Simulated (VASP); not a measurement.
# HfSi3Br4 (Pm-3m) in VASP: a series of runs, part 2 of 2

VASP 6.6.1.

**3. Single point, PBE**

This run uses another cell than the first one, of 30.94 Å³/atom.

Contents of INCAR:

```
SYSTEM = HfSi3Br4
  ALGO = Normal
  EDIFF = 1E-6
  ENCUT = 520
  GGA = PE
  ISIF = 2
  ISMEAR = 0
  LASPH = .True.
  LCHARG = .False.
  LREAL = .False.
  LWAVE = .False.
  NBANDS = 35
  NELM = 60
  PREC = Accurate
  SIGMA = 0.1
```

Contents of KPOINTS:

```
k-points
0
Gamma
  4 4 4
  0 0 0
```

Contents of POSCAR:

```
HfSi3Br4
1.0
    6.2785681300      0.0000000000      0.0000000000
    0.0000000000      6.2785681300      0.0000000000
    0.0000000000      0.0000000000      6.2785681300
Hf Si Br
1 3 4
Direct
    0.0000000000      0.0000000000      0.0000000000
    0.0000000000      0.5000000000      0.5000000000
    0.5000000000      0.0000000000      0.5000000000
    0.5000000000      0.5000000000      0.0000000000
    0.5000000000      0.0000000000      0.0000000000
    0.0000000000      0.5000000000      0.0000000000
    0.0000000000      0.0000000000      0.5000000000
    0.5000000000      0.5000000000      0.5000000000
```

Potentials or basis: VASP PAW PBE potentials, release 64 (Hf_pv, Si, Br).

Launch:

```
$ cat potpaw_PBE.64/Hf_pv/POTCAR potpaw_PBE.64/Si/POTCAR potpaw_PBE.64/Br/POTCAR > POTCAR
$ mpirun -np 1 vasp_std > vasp.out
```

OUTCAR:

```text
SYSTEM = HfSi3Br4
   EDIFF = 1E-6
   ENCUT = 520
   GGA = PE
   ISIF = 2
   ISMEAR = 0
   LASPH = .True.
   LREAL = .False.
   NELM = 60
   PREC = Accurate

 ion  position               nearest neighbor table
   1  0.000  0.000  0.000-   5 3.14   6 3.14   7 3.14   7 3.14   6 3.14   5 3.14
   2  0.000  0.500  0.500-
   3  0.500  0.000  0.500-
   4  0.500  0.500  0.000-
   5  0.500  0.000  0.000-   1 3.14   1 3.14
   6  0.000  0.500  0.000-   1 3.14   1 3.14
   7  0.000  0.000  0.500-   1 3.14   1 3.14
   8  0.500  0.500  0.500-

  LATTYP: Found a simple cubic cell.
 ALAT       =     6.2785681300

  Lattice vectors:

 A1 = (   6.2785681300,   0.0000000000,   0.0000000000)
 A2 = (   0.0000000000,   6.2785681300,   0.0000000000)
 A3 = (   0.0000000000,   0.0000000000,   6.2785681300)

Analysis of symmetry for initial positions (statically):
=====================================================================
 Subroutine PRICEL returns:
 Original cell was already a primitive cell.

 Routine SETGRP: Setting up the symmetry group for a
 simple cubic supercell.

 Subroutine GETGRP returns: Found 48 space group operations
 (whereof 48 operations were pure point group operations)
 out of a pool of 48 trial point group operations.

The static configuration has the point symmetry O_h .

Analysis of symmetry for dynamics (positions and initial velocities):
=====================================================================
 Subroutine PRICEL returns:
 Original cell was already a primitive cell.

 Routine SETGRP: Setting up the symmetry group for a
 simple cubic supercell.

 Subroutine GETGRP returns: Found 48 space group operations
 (whereof 48 operations were pure point group operations)
 out of a pool of 48 trial point group operations.

The dynamic configuration has the point symmetry O_h .

 Subroutine INISYM returns: Found 48 space group operations
 (whereof 48 operations are pure point group operations),
 and found     1 'primitive' translations

----------------------------------------------------------------------------------------

                                     Primitive cell

  volume of cell :     247.5038

  direct lattice vectors                    reciprocal lattice vectors
     6.278568130  0.000000000  0.000000000     0.159271984  0.000000000  0.000000000
     0.000000000  6.278568130  0.000000000     0.000000000  0.159271984  0.000000000
     0.000000000  0.000000000  6.278568130     0.000000000  0.000000000  0.159271984

  length of vectors
     6.278568130  6.278568130  6.278568130     0.159271984  0.159271984  0.159271984

  position of ions in fractional coordinates (direct lattice)
     0.000000000  0.000000000  0.000000000
     0.000000000  0.500000000  0.500000000
     0.500000000  0.000000000  0.500000000
     0.500000000  0.500000000  0.000000000
     0.500000000  0.000000000  0.000000000
     0.000000000  0.500000000  0.000000000
     0.000000000  0.000000000  0.500000000
     0.500000000  0.500000000  0.500000000

  ion indices of the primitive-cell ions
   primitive index   ion index
                 1           1
                 2           2
                 3           3
                 4           4
                 5           5
[... 36 lines left out ...]
  0.500000  0.250000  0.000000     12.000000
  0.500000  0.500000  0.000000      3.000000
  0.250000  0.250000  0.250000      8.000000
  0.500000  0.250000  0.250000     12.000000
  0.500000  0.500000  0.250000      6.000000
  0.500000  0.500000  0.500000      1.000000
   k-points           NKPTS =     10   k-points in BZ     NKDIM =     10   number of bands    NBANDS=     35
   number of dos      NEDOS =    301   number of ions     NIONS =      8
   total plane-waves  NPLWV = 110592
   dimension x,y,z NGX =    48 NGY =   48 NGZ =   48
   dimension x,y,z NGXF=    96 NGYF=   96 NGZF=   96
   ions per type =               1   3   4
   NGX,Y,Z   is equivalent  to a cutoff of  12.71, 12.71, 12.71 a.u.
   NGXF,Y,Z  is equivalent  to a cutoff of  25.42, 25.42, 25.42 a.u.
 SYSTEM =  HfSi3Br4
   PREC   = accura    normal or accurate (medium, high low for compatibility)
   ISTART =      0    job   : 0-new  1-cont  2-samecut
   ICHARG =      2    charge: 1-file 2-atom 10-const
   ISPIN  =      1    spin polarized calculation?
   LNONCOLLINEAR =      F non collinear calculations
   LSORBIT =      F    spin-orbit coupling
   LASPH  =      T    aspherical Exc in radial PAW
   ENCUT  =  520.0 eV  38.22 Ry    6.18 a.u.  11.67 11.67 11.67*2*pi/ulx,y,z
   NELM   =     60;   NELMIN=  2; NELMDL= -5     # of ELM steps
   EDIFF  = 0.1E-05   stopping-criterion for ELM
   LREAL  =      F    real-space projection
   EDIFFG = 0.1E-04   stopping-criterion for IOM
   NSW    =      0    number of steps for IOM
   IBRION =     -1    ionic relax: 0-MD 1-quasi-New 2-CG
   NFREE  =      0    steps in history (QN), initial steepest desc. (CG)
   ISIF   =      2    stress and relaxation
   ISYM   =      2    0-nonsym 1-usesym 2-fastsym
   POTIM  = 0.5000    time-step for ionic-motion
   TEBEG  =    0.0;   TEEND  =   0.0 temperature during run
   PSTRESS=    0.0 pullay stress
   NELECT =      50.0000    total number of electrons
   NUPDOWN=      -1.0000    fix difference up-down
   EMIN   =  10.00;   EMAX   =-10.00  energy-range for DOS
   EFERMI =   0.00;   METHOD = LEGACY
   ISMEAR =     0;   SIGMA  =   0.10  broadening in eV -4-tet -1-fermi 0-gaus
   EFERMI_NEDOS =   21; number of points for ismear=-14 and -15
   IALGO  =     38    algorithm
   IMIX   =      4    mixing-type and parameters
     AMIX     =   0.40;   BMIX     =  1.00
     AMIX_MAG =   1.60;   BMIX_MAG =  1.00
  volume/ion in A,a.u.               =      30.94       208.78
  Fermi-wavevector in a.u.,A,eV,Ry     =   0.960589  1.815250 12.554517  0.922731
  Thomas-Fermi vector in A             =   2.089886
   LORBIT       =      0    0 simple, 1 ext, 2 COOP (PROOUT), +10 PAW based schemes
   GGA     = PE    functional components
   LHFCALC =     F    Hartree Fock is set to
   AEXX    =    0.0000 exact exchange contribution
   IVDW    =     0    specifies the selected vdW correction
   LEPSILON=     F    determine dielectric tensor
   LRPA    =     F    only Hartree local field effects (RPA)
 non-spin polarized calculation
 Gauss-broadening in eV      SIGMA  =   0.10
  energy-cutoff  :      520.00
  volume of cell :      247.50
 maximum number of plane-waves:      6704
 NGX is ok and might be reduce to    48
   NGX = 23   NGY = 23   NGZ = 23

 number of electron      50.0000002 magnetization

 Free energy of the ion-electron system (eV)
  ---------------------------------------------------
  ext. energy  EPLUGINS =         0.00000000
  ---------------------------------------------------
  free energy    TOTEN  =       -25.90659166 eV

  energy without entropy =      -25.83119441  energy(sigma->0) =      -25.86889303

 E-fermi :   3.3047     XC(G=0):  -8.5349

 val. band max:        3.2884918159   @ k =   0.2500   0.2500   0.0000
 cond. band min:       3.3047228004   @ k =   0.2500   0.2500   0.0000
 fundamental gap:      0.0162309845
 Fermi energy:         3.3046929475

 k-point     1 :       0.0000    0.0000    0.0000
  band No.  band energies     occupation
      1     -29.7630      2.00000
      2     -29.7630      2.00000
      3     -29.7630      2.00000
      4     -13.3856      2.00000
      5     -13.1672      2.00000
      6     -13.1672      2.00000
[... 369 lines left out ...]
     34       4.0139      0.00000
     35       5.5661      0.00000

------------------------ aborting loop because EDIFF is reached ----------------------------------------

  FORCE on cell =-STRESS in cart. coord.  units (eV):
  Direction    XX          YY          ZZ          XY          YZ          ZX
  --------------------------------------------------------------------------------------
  -------------------------------------------------------------------------------------
  Total       -7.7037460     -7.7037460     -7.7037460     -0.0000000     -0.0000000     -0.0000000
  in kB      -49.8690052    -49.8690052    -49.8690052     -0.0000000     -0.0000000     -0.0000000
  external PRESSURE =     -49.8690052 kB  Pullay stress =       0.0000000 kB

 VOLUME and BASIS-vectors are now :
 -----------------------------------------------------------------------------
  energy-cutoff  :      520.00
  volume of cell :      247.50
      direct lattice vectors                 reciprocal lattice vectors
     6.278568130  0.000000000  0.000000000     0.159271984  0.000000000  0.000000000
     0.000000000  6.278568130  0.000000000     0.000000000  0.159271984  0.000000000
     0.000000000  0.000000000  6.278568130     0.000000000  0.000000000  0.159271984

 POSITION                                       TOTAL-FORCE (eV/Angst)
 -----------------------------------------------------------------------------------
      0.00000      0.00000      0.00000         0.000000      0.000000      0.000000
      0.00000      3.13928      3.13928         0.000000      0.000000      0.000000
      3.13928      0.00000      3.13928         0.000000      0.000000      0.000000
      3.13928      3.13928      0.00000         0.000000      0.000000      0.000000
      3.13928      0.00000      0.00000         0.000000      0.000000      0.000000
      0.00000      3.13928      0.00000         0.000000      0.000000      0.000000
      0.00000      0.00000      3.13928         0.000000      0.000000      0.000000
      3.13928      3.13928      3.13928         0.000000      0.000000      0.000000
 -----------------------------------------------------------------------------------
    total drift:                                0.000000      0.000000      0.000000

  FREE ENERGIE OF THE ION-ELECTRON SYSTEM (eV)
  ---------------------------------------------------
  free  energy   TOTEN  =       -25.9065916570 eV

  energy  without entropy=      -25.8311944106  energy(sigma->0) =      -25.86889303
```

Run time: 58 s. Hardware: 1 thread of Intel Xeon 6975P-C (Granite Rapids), shared host; peak memory 0.36 GiB.

Results:

| Item | Value |
| --- | --- |
| Free energy | -25.9066 eV |
| Pressure | -5.0 GPa |
| Band gap on the k mesh | zero (bands 25 and 26 overlap by 1.16 eV) |

Levels at points of the mesh, in eV from the Fermi level:
```
           k point  band 23  band 24  band 25  band 26  band 27  band 28
(0.00, 0.00, 0.00)    -1.29    -0.30    -0.30    -0.30     0.29     0.29
(0.50, 0.00, 0.00)    -0.69    -0.26    -0.10     0.05     0.05     0.29
(0.50, 0.50, 0.00)    -0.67    -0.50    -0.32    -0.32    -0.03     0.16
(0.50, 0.50, 0.50)    -1.09    -0.96    -0.96    -0.96    -0.02    -0.02
```

Caveat: the cell stands under tension; spin-orbit coupling is left out, which moves the levels of the heavy elements.

**4. Single point, PBE**

This run uses another cell than the first one, of 24.71 Å³/atom.

Contents of INCAR:

```
SYSTEM = HfSi3Br4
PREC = Accurate
ENCUT = 520
EDIFF = 1E-7
ISMEAR = 0
SIGMA = 0.1
LREAL = .FALSE.
LASPH = .TRUE.
NELM = 60
ALGO = Normal
ISIF = 2
LWAVE = .FALSE.
LCHARG = .FALSE.
GGA = PE
NBANDS = 35
```

Contents of KPOINTS:

```
Automatic mesh
0
G
  8 8 8
  0 0 0
```

Edit POSCAR of step 3 so:

```diff
@@ -2,5 +2,5 @@
 1.0
-    6.2785681300      0.0000000000      0.0000000000
-    0.0000000000      6.2785681300      0.0000000000
-    0.0000000000      0.0000000000      6.2785681300
+    5.8252299148      0.0000000000      0.0000000000
+    0.0000000000      5.8252299148      0.0000000000
+    0.0000000000      0.0000000000      5.8252299148
 Hf Si Br
```

Launch:

```
$ cat potpaw_PBE.64/Hf_pv/POTCAR potpaw_PBE.64/Si/POTCAR potpaw_PBE.64/Br/POTCAR > POTCAR
$ mpirun -np 1 vasp_std > vasp.out
```

Run time: 2.6 min. Hardware: 1 thread of Intel Xeon 6975P-C (Granite Rapids), shared host; peak memory 0.44 GiB.

The run converged. Its results:

- Free energy: -26.6170 eV
- Pressure: -0.1 GPa
- Band gap on the k mesh: zero (bands 25 and 26 overlap by 1.44 eV)

Levels at points of the mesh, in eV from the Fermi level:
```csv
k point,band 24,band 25,band 26,band 27,band 28,band 29
"(0.00, 0.00, 0.00)",-0.74,-0.74,-0.74,0.48,0.48,2.51
"(0.50, 0.00, 0.00)",-0.29,-0.08,0.12,0.14,0.36,0.36
"(0.50, 0.50, 0.00)",-0.55,-0.37,-0.37,0.11,0.19,0.26
"(0.50, 0.50, 0.50)",-1.22,-1.22,-1.22,-0.20,-0.20,-0.20
```

Caveat: spin-orbit coupling is left out, which moves the levels of the heavy elements.

**5. Relaxation of cell and atoms, PBE**

This run uses another cell than the first one, of 30.94 Å³/atom.

Contents of INCAR:

```
SYSTEM = HfSi3Br4
ALGO = Normal
EDIFF = 1E-7
EDIFFG = -0.04
ENCUT = 600
GGA = PE
IBRION = 2
ISIF = 3
ISMEAR = 0
LASPH = .True.
LCHARG = .False.
LREAL = .False.
LWAVE = .False.
NELM = 60
NSW = 90
PREC = Accurate
SIGMA = 0.1
```

Contents of KPOINTS:

```
k-points
0
Gamma
  4 4 4
  0 0 0
```

Edit POSCAR of step 4 so:

```diff
@@ -2,5 +2,5 @@
 1.0
-    5.8252299148      0.0000000000      0.0000000000
-    0.0000000000      5.8252299148      0.0000000000
-    0.0000000000      0.0000000000      5.8252299148
+    6.2785681300      0.0000000000      0.0000000000
+    0.0000000000      6.2785681300      0.0000000000
+    0.0000000000      0.0000000000      6.2785681300
 Hf Si Br
```

Launch:

```
$ cat potpaw_PBE.64/Hf_pv/POTCAR potpaw_PBE.64/Si/POTCAR potpaw_PBE.64/Br/POTCAR > POTCAR
$ mpirun -np 1 vasp_std > vasp.out
```

Run time: 3.6 min. Hardware: 1 thread of Intel Xeon 6975P-C (Granite Rapids), shared host; peak memory 0.42 GiB.

The run converged. Its results:

```yaml
Free_energy: -26.9021 eV
Relaxed_volume: 24.17 Å³/atom
Relaxed_cell: a = 5.782 Å, b = 5.782 Å, c = 5.782 Å, α = 90.00°, β = 90.00°, γ = 90.00°
Space_group_after_relaxing_to_0.1_Å: Pm-3m (No. 221)
Energy_gained_by_relaxing: 124.4 meV/atom
Ionic_steps: 4
Pressure_after_relaxing: 0.2 GPa
```

The path:
```csv
step,energy change (eV),largest force (eV/Å),pressure (GPa),volume (Å³)
1,0.0000,0.0000,-4.99,247.50
2,-0.8174,0.0000,-2.59,214.56
3,-0.9859,0.0000,-0.73,198.75
4,-0.9954,0.0000,0.21,193.33
```

Final structure:
```
CELL_PARAMETERS angstrom
5.78224 0.00000 0.00000
0.00000 5.78224 0.00000
0.00000 0.00000 5.78224
ATOMIC_POSITIONS crystal
Hf 0.00000 0.00000 0.00000
Si 0.00000 0.50000 0.50000
Si 0.50000 0.00000 0.50000
Si 0.50000 0.50000 0.00000
Br 0.50000 0.00000 0.00000
Br 0.00000 0.50000 0.00000
Br 0.00000 0.00000 0.50000
Br 0.50000 0.50000 0.50000
```

Levels at points of the mesh, in eV from the Fermi level:
| k point | band 24 | band 25 | band 26 | band 27 | band 28 | band 29 |
| --- | --- | --- | --- | --- | --- | --- |
| (0.00, 0.00, 0.00) | -0.77 | -0.77 | -0.77 | 0.52 | 0.52 | 2.65 |
| (0.50, 0.00, 0.00) | -0.22 | -0.01 | 0.20 | 0.21 | 0.40 | 0.40 |
| (0.50, 0.50, 0.00) | -0.48 | -0.31 | -0.31 | 0.16 | 0.24 | 0.31 |
| (0.50, 0.50, 0.50) | -1.19 | -1.19 | -1.19 | -0.16 | -0.16 | -0.16 |

Caveat: the volume moved by over 15 % at a fixed basis, so the end points are rough; the highest band is partly filled, so the run has too few bands; spin-orbit coupling is left out, which moves the levels of the heavy elements.

**6. Relaxation of cell and atoms, PBE**

Contents of INCAR:

```
  PREC = Accurate
  ENCUT = 600
  EDIFF = 1E-6
  ISMEAR = 0
  SIGMA = 0.1
  LREAL = False
  LASPH = True
  NELM = 80
  ALGO = Normal
  ISIF = 3
  LWAVE = False
  LCHARG = False
  GGA = PE
  IBRION = 2
  NSW = 100
  EDIFFG = -0.01
```

Contents of KPOINTS:

```
Automatic mesh
0
Gamma
  8 8 8
```

Edit POSCAR of step 5 so:

```diff
@@ -2,5 +2,5 @@
 1.0
-    6.2785681300      0.0000000000      0.0000000000
-    0.0000000000      6.2785681300      0.0000000000
-    0.0000000000      0.0000000000      6.2785681300
+    5.8133082056      0.0000000000      0.0000000000
+    0.0000000000      5.8133082056      0.0000000000
+    0.0000000000      0.0000000000      5.8133082056
 Hf Si Br
```

Potentials or basis: VASP PAW PBE potentials, release 64 (Hf_pv, Si, Br).

Launch:

```
$ cat potpaw_PBE.64/Hf_pv/POTCAR potpaw_PBE.64/Si/POTCAR potpaw_PBE.64/Br/POTCAR > POTCAR
$ mpirun -np 1 vasp_std > vasp.out
```

Wall time 3.4 min (1 thread of Intel Xeon 6975P-C (Granite Rapids), shared host); peak memory 0.5 GiB.

Results (log left out):

| Quantity | Value |
| --- | --- |
| Free energy | -26.6172 eV |
| Relaxed volume | 24.61 Å³/atom |
| Relaxed cell | a = 5.818 Å, b = 5.818 Å, c = 5.818 Å, α = 90.00°, β = 90.00°, γ = 90.00° |
| Space group after relaxing (to 0.1 Å) | Pm-3m (No. 221) |
| Energy gained by relaxing | 0.0 meV/atom |
| Ionic steps | 2 |
| Pressure after relaxing | 0.0 GPa |

The path:
| step | energy change (eV) | largest force (eV/Å) | pressure (GPa) | volume (Å³) |
| --- | --- | --- | --- | --- |
| 1 | 0.0000 | 0.0000 | 0.10 | 196.46 |
| 2 | -0.0002 | 0.0000 | 0.03 | 196.89 |

Final structure:
```yaml
crystal:
  lattice:
    - [5.81756, 0.00000, 0.00000]
    - [0.00000, 5.81756, 0.00000]
    - [0.00000, 0.00000, 5.81756]
  atoms:
    - { symbol: Hf, position: [0.00000, 0.00000, 0.00000] }
    - { symbol: Si, position: [0.00000, 0.50000, 0.50000] }
    - { symbol: Si, position: [0.50000, 0.00000, 0.50000] }
    - { symbol: Si, position: [0.50000, 0.50000, 0.00000] }
    - { symbol: Br, position: [0.50000, 0.00000, 0.00000] }
    - { symbol: Br, position: [0.00000, 0.50000, 0.00000] }
    - { symbol: Br, position: [0.00000, 0.00000, 0.50000] }
    - { symbol: Br, position: [0.50000, 0.50000, 0.50000] }
```

Levels at points of the mesh, in eV from the Fermi level:
```tsv
k point	band 23	band 24	band 25	band 26	band 27	band 28	band 29	band 30
(0.00, 0.00, 0.00)	-0.85	-0.75	-0.75	-0.75	0.48	0.48	2.52	2.52
(0.50, 0.00, 0.00)	-0.65	-0.29	-0.08	0.12	0.14	0.36	0.36	0.49
(0.50, 0.50, 0.00)	-0.72	-0.55	-0.37	-0.37	0.11	0.19	0.25	0.39
(0.50, 0.50, 0.50)	-1.37	-1.23	-1.23	-1.23	-0.21	-0.21	-0.21	-0.05
```

Caveat: the highest band is partly filled, so the run has too few bands; spin-orbit coupling is left out, which moves the levels of the heavy elements.

**7. Summary**

| task | cell | k mesh | cutoff (eV) | gap on the mesh (eV) | pressure (GPa) | relaxed volume (Å³/atom) |
| --- | --- | --- | --- | --- | --- | --- |
| single point | a = 5.813 Å, 8 atoms | 4 × 4 × 4 | 520 | none | -0.4 | - |
| single point | a = 6.279 Å, 8 atoms | 4 × 4 × 4 | 520 | none | -5.0 | - |
| single point | a = 5.825 Å, 8 atoms | 8 × 8 × 8 | 520 | none | -0.1 | - |
| relaxation of cell and atoms | relaxed from a = 6.279 Å, 8 atoms | 4 × 4 × 4 | 600 | - | 0.2 | 24.17 |
| relaxation of cell and atoms | relaxed from a = 5.813 Å, 8 atoms | 8 × 8 × 8 | 600 | - | 0.0 | 24.61 |

Alike in all rows: level PBE; potentials or basis VASP PAW PBE potentials, release 64 (Hf_pv, Si, Br); no spin polarisation; smearing gaussian 0.1 eV.

Caveats: spin-orbit coupling is left out, which moves the levels of the heavy elements; the highest band is partly filled, so the run has too few bands (at least some runs); the cell stands under tension (at least some runs); the volume moved by over 15 % at a fixed basis, so the end points are rough (at least some runs).

Total energies depend on the potentials used, so only differences within one code and one set of settings carry meaning.
